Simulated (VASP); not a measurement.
# TiC (WC type) (P-6m2) in VASP: further runs

Runs on TiC (WC type). Level: PBE. Tasks: single point, relaxation of cell and atoms.

Everything below comes from runs of VASP 6.6.1. Logs are shortened: lines on timing, memory, paths and dates and some standing lists are left out, and cuts for length are marked.

## 1. The cell of the first run

Symmetry: P-6m2, No. 187, hexagonal system. The conventional cell has a = 2.841 Å, b = 2.841 Å, c = 2.603 Å, α = 90.00°, β = 90.00°, γ = 120.00°. Ti (site symmetry -6m2) has 6 C at 2.09 Å and 2 Ti at 2.60 Å within 2.8 Å. Within 2.8 Å of C (site symmetry -6m2) lie 6 Ti at 2.09 Å and 2 C at 2.60 Å.

## 2. Single point, PBE

Contents of INCAR:

```
PREC     = Accurate       # precision mode
ENCUT    = 520            # plane-wave cutoff, eV
EDIFF    = 1E-6           # SCF threshold, eV
ISMEAR   = -1             # smearing method
SIGMA    = 0.08           # smearing width, eV
LREAL    = False          # projectors in reciprocal space
LASPH    = True           # aspherical terms in the spheres
NELM     = 80             # most SCF steps
ALGO     = Normal         # electronic algorithm
ISIF     = 2              # what is computed and relaxed
LWAVE    = False          # write WAVECAR
LCHARG   = False          # write CHGCAR
GGA      = PE             # functional
NBANDS   = 15             # bands
```

Contents of KPOINTS:

```
Automatic mesh
0
Gamma
  16 16 14
```

Contents of POSCAR:

```
TiC
1.0
    2.8412817948      0.0000000000      0.0000000000
   -1.4206408974      2.4606222136      0.0000000000
    0.0000000000      0.0000000000      2.6028458604
Ti C
1 1
Direct
    0.0000000000      0.0000000000      0.0000000000
    0.3333333333      0.6666666667      0.5000000000
```

Potentials or basis: VASP PAW PBE potentials, release 64 (Ti_sv, C).

On the command line:

```console
> cat potpaw_PBE.64/Ti_sv/POTCAR potpaw_PBE.64/C/POTCAR > POTCAR
> mpirun -np 1 vasp_std > vasp.out
```

OUTCAR:

```text
PREC = Accurate
   ENCUT = 520
   EDIFF = 1E-6
   ISMEAR = -1
   LREAL = False
   LASPH = True
   NELM = 80
   ISIF = 2
   GGA = PE

 ion  position               nearest neighbor table
   1  0.000  0.000  0.000-   2 2.09   2 2.09   2 2.09   2 2.09   2 2.09   2 2.09
   2  0.333  0.667  0.500-   1 2.09   1 2.09   1 2.09   1 2.09   1 2.09   1 2.09

  LATTYP: Found a hexagonal cell.
 ALAT       =     2.8412817948
 C/A-ratio  =     0.9160815605

  Lattice vectors:

 A1 = (   2.8412817948,   0.0000000000,   0.0000000000)
 A2 = (  -1.4206408974,   2.4606222136,   0.0000000000)
 A3 = (   0.0000000000,   0.0000000000,   2.6028458604)

Analysis of symmetry for initial positions (statically):
=====================================================================
 Subroutine PRICEL returns:
 Original cell was already a primitive cell.

 Routine SETGRP: Setting up the symmetry group for a
 hexagonal supercell.

 Subroutine GETGRP returns: Found 12 space group operations
 (whereof 12 operations were pure point group operations)
 out of a pool of 24 trial point group operations.

The static configuration has the point symmetry D_3h.

Analysis of symmetry for dynamics (positions and initial velocities):
=====================================================================
 Subroutine PRICEL returns:
 Original cell was already a primitive cell.

 Routine SETGRP: Setting up the symmetry group for a
 hexagonal supercell.

 Subroutine GETGRP returns: Found 12 space group operations
 (whereof 12 operations were pure point group operations)
 out of a pool of 24 trial point group operations.

The dynamic configuration has the point symmetry D_3h.

 Subroutine INISYM returns: Found 12 space group operations
 (whereof 12 operations are pure point group operations),
 and found     1 'primitive' translations

----------------------------------------------------------------------------------------

                                     Primitive cell

  volume of cell :      18.1973

  direct lattice vectors                    reciprocal lattice vectors
     2.841281795  0.000000000  0.000000000     0.351953827  0.203200637  0.000000000
    -1.420640897  2.460622214  0.000000000     0.000000000  0.406401273  0.000000000
     0.000000000  0.000000000  2.602845860     0.000000000  0.000000000  0.384194860

  length of vectors
     2.841281795  2.841281795  2.602845860     0.406401273  0.406401273  0.384194860

  position of ions in fractional coordinates (direct lattice)
     0.000000000  0.000000000  0.000000000
     0.333333333  0.666666667  0.500000000

  ion indices of the primitive-cell ions
   primitive index   ion index
                 1           1
                 2           2

----------------------------------------------------------------------------------------

 KPOINTS: Automatic mesh

Automatic generation of k-mesh.
 Grid dimensions read from file:
 generate k-points for:   16   16   14

 Generating k-lattice:

  Cartesian coordinates                     Fractional coordinates (reciprocal lattice)
     0.021997114  0.012700040  0.000000000     0.062500000 -0.000000000  0.000000000
     0.000000000  0.025400080  0.000000000     0.000000000  0.062500000  0.000000000
     0.000000000  0.000000000  0.027442490     0.000000000  0.000000000  0.071428571

  Length of vectors
     0.025400080  0.025400080  0.027442490

  Shift w.r.t. Gamma in fractional coordinates (k-lattice)
     0.000000000  0.000000000  0.000000000

 Subroutine IBZKPT returns following result:
 ===========================================

 Found    240 irreducible k-points:

 Following reciprocal coordinates:
            Coordinates               Weight
  0.000000  0.000000  0.000000      1.000000
  0.062500 -0.000000  0.000000      6.000000
  0.125000 -0.000000  0.000000      6.000000
  0.187500  0.000000  0.000000      6.000000
  0.250000 -0.000000  0.000000      6.000000
  0.312500  0.000000  0.000000      6.000000
[... 16 lines left out ...]
  0.187500  0.187500  0.000000      6.000000
  0.250000  0.187500  0.000000     12.000000
 [... further k-points ...]
   k-points           NKPTS =    240   k-points in BZ     NKDIM =    240   number of bands    NBANDS=     15
   number of dos      NEDOS =    301   number of ions     NIONS =      2
   total plane-waves  NPLWV =  11520
   dimension x,y,z NGX =    24 NGY =   24 NGZ =   20
   dimension x,y,z NGXF=    48 NGYF=   48 NGZF=   40
   ions per type =               1   1
   NGX,Y,Z   is equivalent  to a cutoff of  14.04, 14.04, 12.77 a.u.
   NGXF,Y,Z  is equivalent  to a cutoff of  28.09, 28.09, 25.55 a.u.
 SYSTEM =  unknown system
   PREC   = accura    normal or accurate (medium, high low for compatibility)
   ISTART =      0    job   : 0-new  1-cont  2-samecut
   ICHARG =      2    charge: 1-file 2-atom 10-const
   ISPIN  =      1    spin polarized calculation?
   LNONCOLLINEAR =      F non collinear calculations
   LSORBIT =      F    spin-orbit coupling
   LASPH  =      T    aspherical Exc in radial PAW
   ENCUT  =  520.0 eV  38.22 Ry    6.18 a.u.   5.28  5.28  4.84*2*pi/ulx,y,z
   NELM   =     80;   NELMIN=  2; NELMDL= -5     # of ELM steps
   EDIFF  = 0.1E-05   stopping-criterion for ELM
   LREAL  =      F    real-space projection
   EDIFFG = 0.1E-04   stopping-criterion for IOM
   NSW    =      0    number of steps for IOM
   IBRION =     -1    ionic relax: 0-MD 1-quasi-New 2-CG
   NFREE  =      0    steps in history (QN), initial steepest desc. (CG)
   ISIF   =      2    stress and relaxation
   ISYM   =      2    0-nonsym 1-usesym 2-fastsym
   POTIM  = 0.5000    time-step for ionic-motion
   TEBEG  =    0.0;   TEEND  =   0.0 temperature during run
   PSTRESS=    0.0 pullay stress
   NELECT =      16.0000    total number of electrons
   NUPDOWN=      -1.0000    fix difference up-down
   EMIN   =  10.00;   EMAX   =-10.00  energy-range for DOS
   EFERMI =   0.00;   METHOD = LEGACY
   ISMEAR =    -1;   SIGMA  =   0.08  broadening in eV -4-tet -1-fermi 0-gaus
   EFERMI_NEDOS =   21; number of points for ismear=-14 and -15
   IALGO  =     38    algorithm
   IMIX   =      4    mixing-type and parameters
     AMIX     =   0.40;   BMIX     =  1.00
     AMIX_MAG =   1.60;   BMIX_MAG =  1.00
  volume/ion in A,a.u.               =       9.10        61.40
  Fermi-wavevector in a.u.,A,eV,Ry     =   1.568359  2.963770 33.466947  2.459751
  Thomas-Fermi vector in A             =   2.670402
   LORBIT       =      0    0 simple, 1 ext, 2 COOP (PROOUT), +10 PAW based schemes
   GGA     = PE    functional components
   LHFCALC =     F    Hartree Fock is set to
   AEXX    =    0.0000 exact exchange contribution
   IVDW    =     0    specifies the selected vdW correction
   LEPSILON=     F    determine dielectric tensor
   LRPA    =     F    only Hartree local field effects (RPA)
 non-spin polarized calculation
  energy-cutoff  :      520.00
  volume of cell :       18.20
 maximum number of plane-waves:       500
 NGX is ok and might be reduce to    24
   NGX = 11   NGY = 11   NGZ =  9

 number of electron      16.0000000 magnetization

 Free energy of the ion-electron system (eV)
  ---------------------------------------------------
  ext. energy  EPLUGINS =         0.00000000
  ---------------------------------------------------
  free energy    TOTEN  =       -16.88001159 eV

  energy without entropy =      -16.87470596  energy(sigma->0) =      -16.87735877

 E-fermi :  10.5193     XC(G=0): -13.1974

 val. band max:       10.4611420594   @ k =   0.3125   0.0000   0.0000
 cond. band min:      10.5280322879   @ k =   0.3125   0.0000   0.0714
 fundamental gap:      0.0668902286
 Fermi energy:        10.5192763204

 k-point     1 :       0.0000    0.0000    0.0000
  band No.  band energies     occupation
      1     -45.4366      2.00000
      2     -21.4560      2.00000
      3     -21.4560      2.00000
      4     -21.0215      2.00000
      5      -2.1041      2.00000
      6       8.9394      2.00000
      7       8.9394      2.00000
      8       9.3458      2.00000
      9      13.0330      0.00000
     10      14.7258      0.00000
     11      14.7258      0.00000
     12      17.4767      0.00000
     13      17.4767      0.00000
     14      19.9010      0.00000
     15      28.0983      0.00000

 k-point     2 :       0.0625   -0.0000    0.0000
  band No.  band energies     occupation
      1     -45.4319      2.00000
      2     -21.4882      2.00000
      3     -21.4629      2.00000
      4     -21.0175      2.00000
      5      -2.0121      2.00000
      6       8.7178      2.00000
      7       9.0111      2.00000
      8       9.4487      2.00000
      9      12.6987      0.00000
     10      14.7081      0.00000
     11      15.0933      0.00000
     12      17.3228      0.00000
     13      17.3768      0.00000
     14      20.1572      0.00000
     15      27.6893      0.00000

 k-point     3 :       0.1250   -0.0000    0.0000
  band No.  band energies     occupation
      1     -45.4184      2.00000
      2     -21.5792      2.00000
      3     -21.4825      2.00000
      4     -21.0062      2.00000
      5      -1.7442      2.00000
      6       8.2259      2.00000
      7       9.2198      2.00000
      8       9.6255      1.99997
      9      12.0787      0.00000
     10      14.6581      0.00000
     11      15.8053      0.00000
     12      16.9130      0.00000
     13      17.1027      0.00000
     14      20.8402      0.00000
     15      27.2116      0.00000
[... 343 lines left out ...]
 k-point    23 :       0.1875    0.1875    0.0000
  band No.  band energies     occupation
      1     -45.3440      2.00000
      2     -21.9967      2.00000
      3     -21.6491      2.00000
      4     -20.9443      2.00000
      5      -0.0702      2.00000
      6       6.4225      2.00000
      7       9.4405      2.00000
      8      10.4473      1.42183
      9      10.7912      0.06463
     10      14.1342      0.00000
     11      15.1879      0.00000
     12      15.8859      0.00000
     13      18.1262      0.00000
     14      23.7566      0.00000
     15      26.8849      0.00000

 k-point    24 :       0.2500    0.1875    0.0000
  band No.  band energies     occupation
      1     -45.3249      2.00000
      2     -22.0802      2.00000
      3     -21.7113      2.00000
      4     -20.9285      2.00000
      5       0.4500      2.00000
      6       6.1118      2.00000
      7       9.0903      2.00000
      8      10.1970      1.96502
      9      11.3035      0.00011
     10      13.9372      0.00000
     11      14.8194      0.00000
     12      15.6592      0.00000
     13      18.5970      0.00000
     14      24.1862      0.00000
     15      27.2024      0.00000

 [... further k-points ...]

------------------------ aborting loop because EDIFF is reached ----------------------------------------

  FORCE on cell =-STRESS in cart. coord.  units (eV):
  Direction    XX          YY          ZZ          XY          YZ          ZX
  --------------------------------------------------------------------------------------
  -------------------------------------------------------------------------------------
  Total        5.7913411      5.7913411      5.7909771      0.0000000      0.0000000     -0.0000000
  in kB      509.8964959    509.8964959    509.8644494      0.0000000      0.0000000     -0.0000000
  external PRESSURE =     509.8858137 kB  Pullay stress =       0.0000000 kB

 VOLUME and BASIS-vectors are now :
 -----------------------------------------------------------------------------
  energy-cutoff  :      520.00
  volume of cell :       18.20
      direct lattice vectors                 reciprocal lattice vectors
     2.841281795  0.000000000  0.000000000     0.351953827  0.203200637  0.000000000
    -1.420640897  2.460622214  0.000000000     0.000000000  0.406401273  0.000000000
     0.000000000  0.000000000  2.602845860     0.000000000  0.000000000  0.384194860

 POSITION                                       TOTAL-FORCE (eV/Angst)
 -----------------------------------------------------------------------------------
      0.00000      0.00000      0.00000         0.000000      0.000000      0.000000
     -0.00000      1.64041      1.30142        -0.000000      0.000000      0.000000
 -----------------------------------------------------------------------------------
    total drift:                                0.000000     -0.000000     -0.000000

  FREE ENERGIE OF THE ION-ELECTRON SYSTEM (eV)
  ---------------------------------------------------
  free  energy   TOTEN  =       -16.8800115853 eV

  energy  without entropy=      -16.8747059557  energy(sigma->0) =      -16.87735877
```

Wall time 20 s (1 thread of Intel Xeon 6975P-C (Granite Rapids), shared host); peak memory 0.18 GiB.

What came out:

* Free energy: -16.8800 eV
* Pressure: 51.0 GPa

Levels at points of the mesh, in eV from the Fermi level:
```csv
k point,band 4,band 5,band 6,band 7,band 8,band 9,band 10,band 11,band 12,band 13
"(0.00, 0.00, 0.00)",-31.54,-12.62,-1.58,-1.58,-1.17,2.51,4.21,4.21,6.96,6.96
"(0.50, 0.00, 0.00)",-31.44,-9.58,-5.24,-0.86,-0.65,0.76,3.76,4.55,5.07,7.98
"(0.00, 0.00, 0.50)",-31.86,-8.90,-6.09,-0.28,-0.28,1.45,1.45,5.57,5.71,5.71
"(0.50, 0.00, 0.50)",-32.02,-9.27,-4.35,-2.64,-2.41,1.97,4.36,5.53,7.38,9.05
```

## 3. Single point, PBE

Contents of INCAR:

```
PREC = Accurate
ENCUT = 520
EDIFF = 1E-6
ISMEAR = -1
SIGMA = 0.08
LREAL = False
LASPH = True
NELM = 60
ALGO = Normal
ISIF = 2
LWAVE = False
LCHARG = False
GGA = PE
NBANDS = 15
```

KPOINTS is that of step 2.

Contents of POSCAR:

```
TiC
1.0
    2.8414612480      0.0000000000      0.0000000000
   -1.4207306240      2.4607776246      0.0000000000
    0.0000000000      0.0000000000      2.6027949644
Ti C
1 1
Direct
    0.0000000000      0.0000000000      0.0000000000
    0.3333333333      0.6666666667      0.5000000000
```

Potentials or basis: VASP PAW PBE potentials, release 64 (Ti_sv, C).

On the command line:

```console
> cat potpaw_PBE.64/Ti_sv/POTCAR potpaw_PBE.64/C/POTCAR > POTCAR
> mpirun -np 1 vasp_std > vasp.out
```

Run time: 20 s. Hardware: 1 thread of Intel Xeon 6975P-C (Granite Rapids), shared host; peak memory 0.18 GiB.

Results (log left out):

```
Free energy : -16.8806 eV
Pressure    : 51.0 GPa
```

Levels at points of the mesh, in eV from the Fermi level:
```tsv
k point	band 6	band 7	band 8	band 9	band 10	band 11
(0.00, 0.00, 0.00)	-1.58	-1.58	-1.17	2.51	4.21	4.21
(0.50, 0.00, 0.00)	-5.24	-0.86	-0.65	0.76	3.76	4.55
(0.00, 0.00, 0.50)	-6.09	-0.28	-0.28	1.45	1.45	5.57
(0.50, 0.00, 0.50)	-4.35	-2.64	-2.41	1.97	4.36	5.52
```

## 4. Relaxation of cell and atoms, PBE, target pressure 51 GPa, at which the enthalpy is minimised

This run uses another cell than the first one, of 8.74 Å³/atom, 0.961 times its volume.

Contents of INCAR:

```
PREC     = Accurate       # precision mode
ENCUT    = 600            # plane-wave cutoff, eV
EDIFF    = 1E-7           # SCF threshold, eV
ISMEAR   = -1             # smearing method
SIGMA    = 0.08           # smearing width, eV
LREAL    = F              # projectors in reciprocal space
LASPH    = T              # aspherical terms in the spheres
NELM     = 80             # most SCF steps
ALGO     = Normal         # electronic algorithm
ISIF     = 3              # what is computed and relaxed
LWAVE    = F              # write WAVECAR
LCHARG   = F              # write CHGCAR
GGA      = PE             # functional
IBRION   = 2              # ionic algorithm
NSW      = 60             # ionic steps
EDIFFG   = -0.005         # ionic threshold
PSTRESS  = 510.0
```

KPOINTS is that of step 3.

Contents of POSCAR:

```
TiC
1.0
    2.7415333954      0.0000000000      0.0000000000
   -1.3707666977      2.3742375657      0.0000000000
    0.0000000000      0.0000000000      2.6867027275
Ti C
1 1
Direct
    0.0000000000      0.0000000000      0.0000000000
    0.3333333333      0.6666666667      0.5000000000
```

On the command line:

```console
> cat potpaw_PBE.64/Ti_sv/POTCAR potpaw_PBE.64/C/POTCAR > POTCAR
> mpirun -np 1 vasp_std > vasp.out
```

Run time: 4.8 min. Hardware: 1 thread of Intel Xeon Platinum 8259CL at 2.50GHz (Skylake/Cascade Lake), shared host; peak memory 0.21 GiB.

Results (log left out):

```yaml
Free_energy: -16.8784 eV
Relaxed_volume: 9.10 Å³/atom
Relaxed_cell: a = 2.841 Å, b = 2.841 Å, c = 2.603 Å, α = 90.00°, β = 90.00°, γ = 120.00°
Space_group_after_relaxing_to_0.05_Å: P-6m2 (No. 187)
Energy_change_on_relaxing_the_enthalpy_is_what_falls: -159.9 meV/atom
Ionic_steps: 9
Pressure_after_relaxing: 51.0 GPa
```

Step by step:
```
step  energy change (eV)  largest force (eV/Å)  pressure (GPa)  volume (Å³)
   1              0.0000                0.0000           64.04        17.49
   2             -0.5994                0.0000           29.40        19.32
   3             -0.3788                0.0000           44.17        18.45
   4             -0.2490                0.0000           56.35        18.01
   5             -0.3253                0.0000           50.61        18.21
   6             -0.3238                0.0000           50.74        18.21
   7             -0.3142                0.0000           51.36        18.18
   8             -0.3184                0.0000           51.08        18.19
   9             -0.3197                0.0000           51.00        18.19
```

Final structure:
```
Ti C
1.0
     2.84098    0.00000    0.00000
    -1.42049    2.46036    0.00000
     0.00000    0.00000    2.60283
Ti C
1 1
Direct
  0.00000 0.00000 0.00000
  0.33333 0.66667 0.50000
```

Levels at points of the mesh, in eV from the Fermi level:
| k point | band 6 | band 7 | band 8 | band 9 | band 10 | band 11 |
| --- | --- | --- | --- | --- | --- | --- |
| (0.00, 0.00, 0.00) | -1.58 | -1.58 | -1.17 | 2.51 | 4.21 | 4.21 |
| (0.50, 0.00, 0.00) | -5.24 | -0.86 | -0.65 | 0.76 | 3.76 | 4.55 |
| (0.00, 0.00, 0.50) | -6.09 | -0.28 | -0.28 | 1.45 | 1.45 | 5.57 |
| (0.50, 0.00, 0.50) | -4.35 | -2.64 | -2.41 | 1.97 | 4.36 | 5.53 |

Caveat: the cell is relaxed towards a set pressure, so the enthalpy falls and the energy may rise.

(Continued in part 2 of 2.)
